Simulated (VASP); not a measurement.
# Tl (Im-3m) in VASP: single point with PBE

Aim: the single point of Tl with PBE.

Program: VASP 6.6.1. These are calculated values, not measurements. Logs are shortened: lines on timing, memory, paths and dates and some standing lists are left out, and cuts for length are marked.

### Step 1. The cell of the first run

It takes space group Im-3m (No. 229, cubic). Conventional cell: a = 4.074 Å, b = 4.074 Å, c = 4.074 Å, α = 90.00°, β = 90.00°, γ = 90.00°. Tl (site symmetry m-3m) has 14 Tl at 3.53 to 4.07 Å within 4.6 Å.

This isn't the form of Tl at room conditions, which is hcp.

### Step 2. Single point, PBE (strained)

INCAR reads:

```
SYSTEM = Tl
PREC = Accurate
ENCUT = 520
EDIFF = 1E-6
ISMEAR = 0
SIGMA = 0.1
LREAL = .False.
LASPH = .True.
NELM = 60
ALGO = Normal
ISIF = 2
LWAVE = .False.
LCHARG = .True.
GGA = PE
LELF = .True.
LVHAR = .True.
NBANDS = 12
```

KPOINTS reads:

```
Automatic mesh
0
Gamma
  16 16 16
  0 0 0
```

POSCAR reads:

```
Tl
1.0
   -2.0369630400      2.0369630400      2.0369630400
    2.0369630400     -2.0369630400      2.0369630400
    2.0369630400      2.0369630400     -2.0369630400
Tl
1
Direct
    0.0000000000      0.0000000000      0.0000000000
```

Potentials or basis: VASP PAW PBE potentials, release 64 (Tl_d).

On the command line:

```bash
$ cat potpaw_PBE.64/Tl_d/POTCAR > POTCAR
$ mpirun -np 1 vasp_std > vasp.out
```

OUTCAR:

```text
SYSTEM = Tl
   PREC = Accurate
   ENCUT = 520
   EDIFF = 1E-6
   ISMEAR = 0
   LREAL = .False.
   LASPH = .True.
   NELM = 60
   ISIF = 2
   GGA = PE

 ion  position               nearest neighbor table
   1  0.000  0.000  0.000-

  LATTYP: Found a body centered cubic cell.
 ALAT       =     4.0739260800

  Lattice vectors:

 A1 = (  -2.0369630400,   2.0369630400,   2.0369630400)
 A2 = (   2.0369630400,  -2.0369630400,   2.0369630400)
 A3 = (   2.0369630400,   2.0369630400,  -2.0369630400)

Analysis of symmetry for initial positions (statically):
=====================================================================
 Subroutine PRICEL returns:
 Original cell was already a primitive cell.

 Routine SETGRP: Setting up the symmetry group for a
 body centered cubic supercell.

 Subroutine GETGRP returns: Found 48 space group operations
 (whereof 48 operations were pure point group operations)
 out of a pool of 48 trial point group operations.

The static configuration has the point symmetry O_h .

Analysis of symmetry for dynamics (positions and initial velocities):
=====================================================================
 Subroutine PRICEL returns:
 Original cell was already a primitive cell.

 Routine SETGRP: Setting up the symmetry group for a
 body centered cubic supercell.

 Subroutine GETGRP returns: Found 48 space group operations
 (whereof 48 operations were pure point group operations)
 out of a pool of 48 trial point group operations.

The dynamic configuration has the point symmetry O_h .

 Subroutine INISYM returns: Found 48 space group operations
 (whereof 48 operations are pure point group operations),
 and found     1 'primitive' translations

----------------------------------------------------------------------------------------

                                     Primitive cell

  volume of cell :      33.8072

  direct lattice vectors                    reciprocal lattice vectors
    -2.036963040  2.036963040  2.036963040     0.000000000  0.245463462  0.245463462
     2.036963040 -2.036963040  2.036963040     0.245463462  0.000000000  0.245463462
     2.036963040  2.036963040 -2.036963040     0.245463462  0.245463462  0.000000000

  length of vectors
     3.528123478  3.528123478  3.528123478     0.347137757  0.347137757  0.347137757

  position of ions in fractional coordinates (direct lattice)
     0.000000000  0.000000000  0.000000000

[... 82 lines left out ...]
   ISYM   =      2    0-nonsym 1-usesym 2-fastsym
   POTIM  = 0.5000    time-step for ionic-motion
   TEBEG  =    0.0;   TEEND  =   0.0 temperature during run
   PSTRESS=    0.0 pullay stress
   NELECT =      13.0000    total number of electrons
   NUPDOWN=      -1.0000    fix difference up-down
   EMIN   =  10.00;   EMAX   =-10.00  energy-range for DOS
   EFERMI =   0.00;   METHOD = LEGACY
   ISMEAR =     0;   SIGMA  =   0.10  broadening in eV -4-tet -1-fermi 0-gaus
   EFERMI_NEDOS =   21; number of points for ismear=-14 and -15
   IALGO  =     38    algorithm
   IMIX   =      4    mixing-type and parameters
     AMIX     =   0.40;   BMIX     =  1.00
     AMIX_MAG =   1.60;   BMIX_MAG =  1.00
  volume/ion in A,a.u.               =      33.81       228.14
  Fermi-wavevector in a.u.,A,eV,Ry     =   1.190473  2.249667 19.282523  1.417225
  Thomas-Fermi vector in A             =   2.326557
   LORBIT       =      0    0 simple, 1 ext, 2 COOP (PROOUT), +10 PAW based schemes
   GGA     = PE    functional components
   LHFCALC =     F    Hartree Fock is set to
   AEXX    =    0.0000 exact exchange contribution
   IVDW    =     0    specifies the selected vdW correction
   LEPSILON=     F    determine dielectric tensor
   LRPA    =     F    only Hartree local field effects (RPA)
 non-spin polarized calculation
 Gauss-broadening in eV      SIGMA  =   0.10
  energy-cutoff  :      520.00
  volume of cell :       33.81
 maximum number of plane-waves:       941
 NGX is ok and might be reduce to    28
   NGX = 13   NGY = 13   NGZ = 13

 number of electron      13.0000003 magnetization

 Free energy of the ion-electron system (eV)
  ---------------------------------------------------
  ext. energy  EPLUGINS =         0.00000000
  ---------------------------------------------------
  free energy    TOTEN  =        -2.20935352 eV

  energy without entropy =       -2.20575080  energy(sigma->0) =       -2.20755216

 E-fermi :   4.9531     XC(G=0):  -9.3816

 val. band max:        4.9417247805   @ k =   0.2500   0.1250   0.1250
 cond. band min:       4.9711835701   @ k =   0.2500   0.2500   0.1875
 fundamental gap:      0.0294587896
 Fermi energy:         4.9530524192

 k-point     1 :       0.0000    0.0000    0.0000
  band No.  band energies     occupation
      1      -6.5257      2.00000
      2      -6.5257      2.00000
      3      -6.5257      2.00000
      4      -6.2397      2.00000
      5      -6.2397      2.00000
      6      -4.0440      2.00000
      7      14.1272      0.00000
      8      14.1272      0.00000
      9      14.1272      0.00000
     10      16.8702      0.00000
     11      16.8702      0.00000
     12      16.8702      0.00000
[... 331 lines left out ...]
 k-point    24 :       0.2500    0.1875    0.0000
  band No.  band energies     occupation
      1      -6.5916      2.00000
      2      -6.4888      2.00000
      3      -6.2852      2.00000
      4      -6.2719      2.00000
      5      -6.1793      2.00000
      6      -1.2923      2.00000
      7       5.5171      0.00000
      8       8.1040      0.00000
      9      11.2117      0.00000
     10      15.7581      0.00000
     11      16.7485      0.00000
     12      18.9496      0.00000

 [... further k-points ...]

------------------------ aborting loop because EDIFF is reached ----------------------------------------

  FORCE on cell =-STRESS in cart. coord.  units (eV):
  Direction    XX          YY          ZZ          XY          YZ          ZX
  --------------------------------------------------------------------------------------
  -------------------------------------------------------------------------------------
  Total       -0.3488112     -0.3488112     -0.3488112     -0.0000000     -0.0000000      0.0000000
  in kB      -16.5307128    -16.5307128    -16.5307128     -0.0000000     -0.0000000      0.0000000
  external PRESSURE =     -16.5307128 kB  Pullay stress =       0.0000000 kB

 VOLUME and BASIS-vectors are now :
 -----------------------------------------------------------------------------
  energy-cutoff  :      520.00
  volume of cell :       33.81
      direct lattice vectors                 reciprocal lattice vectors
    -2.036963040  2.036963040  2.036963040     0.000000000  0.245463462  0.245463462
     2.036963040 -2.036963040  2.036963040     0.245463462  0.000000000  0.245463462
     2.036963040  2.036963040 -2.036963040     0.245463462  0.245463462  0.000000000

 POSITION                                       TOTAL-FORCE (eV/Angst)
 -----------------------------------------------------------------------------------
      0.00000      0.00000      0.00000         0.000000      0.000000      0.000000
 -----------------------------------------------------------------------------------
    total drift:                                0.000000     -0.000000     -0.000000

  FREE ENERGIE OF THE ION-ELECTRON SYSTEM (eV)
  ---------------------------------------------------
  free  energy   TOTEN  =        -2.2093535182 eV

  energy  without entropy=       -2.2057507951  energy(sigma->0) =       -2.20755216
```

stdout:

```text
POSCAR found type information on POSCAR Tl
 POSCAR found :  1 types and       1 ions
 scaLAPACK will be used
 LDA part: xc-table for (Slater+PW92), standard interpolation
 POSCAR, INCAR and KPOINTS ok, starting setup
 FFT: planning ... GRIDC
 FFT: planning ... GRID_SOFT
 FFT: planning ... GRID
 WAVECAR not read
 entering main loop
```

Run time: 24 s. Hardware: 1 thread of Intel Xeon Platinum 8488C (Sapphire Rapids), shared host; peak memory 0.19 GiB.

What came out:

| Property | Result |
| --- | --- |
| Free energy | -2.2094 eV |
| Pressure | -1.7 GPa |
| Band gap on the k mesh | zero (an odd number of electrons rules out a gap without spin polarisation) |

Caveat: the cell differs from its parent crystal (strained); spin-orbit coupling is left out, which moves the levels of the heavy elements.

The gap in the log of VASP goes by the Fermi energy; the results here count the filled bands.